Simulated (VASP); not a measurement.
Input of a VASP 6.6.1 run:

Contents of INCAR:

```
SYSTEM = Li2ZrO2
  ALGO = Normal
  EDIFF = 1E-6
  EDIFFG = -0.04
  ENCUT = 600
  GGA = PE
  IBRION = 2
  ISIF = 3
  ISMEAR = 0
  LASPH = .True.
  LCHARG = .False.
  LREAL = .False.
  LWAVE = .False.
  NELM = 100
  NSW = 90
  PREC = Accurate
  SIGMA = 0.1
```

Contents of KPOINTS:

```
k-points
0
Gamma
  8 8 8
  0 0 0
```

Contents of POSCAR:

```
Li2ZrO2
1.0
   -1.7384396000      1.7384396000      4.7044229200
    1.7384396000     -1.7384396000      4.7044229200
    1.7384396000      1.7384396000     -4.7044229200
Li Zr O
2 1 2
Direct
    0.7500000000      0.2500000000      0.5000000000
    0.2500000000      0.7500000000      0.5000000000
    0.0000000000      0.0000000000      0.0000000000
    0.6176916400      0.6176916400      0.0000000000
    0.3823083600      0.3823083600      0.0000000000
```

Potentials or basis: VASP PAW PBE potentials, release 64 (Li_sv, Zr_sv, O).

The run is started by

```bash
$ cat potpaw_PBE.64/Li_sv/POTCAR potpaw_PBE.64/Zr_sv/POTCAR potpaw_PBE.64/O/POTCAR > POTCAR
$ mpirun -np 1 vasp_std > vasp.out
```

Question: Predict the relaxed cell.

Answer: a = 5.507 Å, b = 5.507 Å, c = 5.507 Å, α = 148.59°, β = 148.59°, γ = 45.02°.

Question: Predict the space group after relaxing (to 0.05 Å).

Answer: I4/mmm (No. 139).

Question: What does it give for the band gap on the k mesh?

Answer: Zero (band 15 reaches 9.62 eV, above the bottom of band 16 at 8.71 eV).

Step by step:
```
step  energy change (eV)  largest force (eV/Å)  pressure (GPa)  volume (Å³)
   1              0.0000                2.4849          -14.86        56.87
   2             -2.5356                0.4361           -7.26        48.00
   3             -2.5977                0.7053           -4.13        46.79
   4             -2.6006                0.7573           -3.41        46.54
   5             -2.6534                0.3949            0.98        45.02
   6             -2.6553                0.2997            2.13        44.68
   7             -2.6665                0.0003            0.36        45.22
```

Caveat: the cutoff is under 1.25 times the usual one of these potentials, so pressure, stress and relaxed cells hold a basis-set (Pulay) error; the volume moved by over 15 % at a fixed basis, so the end points are rough.
